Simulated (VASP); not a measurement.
Set up this calculation in VASP 6.6.1, as the native input.

```yaml
Task: single point
Functional: LDA
Potentials_or_basis: VASP PAW LDA potentials, release 64 (K_sv, Cl)
Cutoff: 500 eV
k_mesh: 6 × 6 × 6
Occupations: gaussian, width 0.02 eV
Spin: no spin polarisation
Dipole_correction: no
Further_INCAR_settings: ALGO = Normal; EDIFF = 1e-06; NBANDS = 15
```

The structure of KCl (ae) lies in POSCAR:

```
KCl
1.0
    3.7421824600      0.0000000000      0.0000000000
    0.0000000000      3.7421824600      0.0000000000
    0.0000000000      0.0000000000      3.7421824600
K Cl
1 1
Direct
    0.0000000000      0.0000000000      0.0000000000
    0.5000000000      0.5000000000      0.5000000000
```

This cell differs from its parent crystal: volume scaled by 1.09.

The input as run:

INCAR

```
SYSTEM = KCl
PREC = Accurate ; ENCUT = 500
EDIFF = 1E-6 ; ISMEAR = 0
SIGMA = 0.02 ; LREAL = .FALSE.
LASPH = .TRUE. ; NELM = 120
ALGO = Normal ; ISIF = 2
LWAVE = .FALSE. ; LCHARG = .TRUE.
LELF = .TRUE. ; LVHAR = .TRUE.
NBANDS = 15 ; GGA_COMPAT = .FALSE.
```

KPOINTS

```
regular mesh
0
G
  6 6 6
  0 0 0
```

Potentials or basis: VASP PAW LDA potentials, release 64 (K_sv, Cl).

The run is started by

```console
$ cat potpaw_LDA.64/K_sv/POTCAR potpaw_LDA.64/Cl/POTCAR > POTCAR
$ mpirun -np 1 vasp_std > vasp.out
```

It gave:

```yaml
Pressure: -2.0 GPa
Band_gap_on_the_k_mesh: 4.70 eV, indirect (least direct gap 4.92 eV)
```

Wall time 16 s on 1 thread of Intel(R) Xeon(R) Platinum 8259CL CPU @ 2.50GHz (Skylake/Cascade Lake) (shared host), peak memory 0.14 GiB.
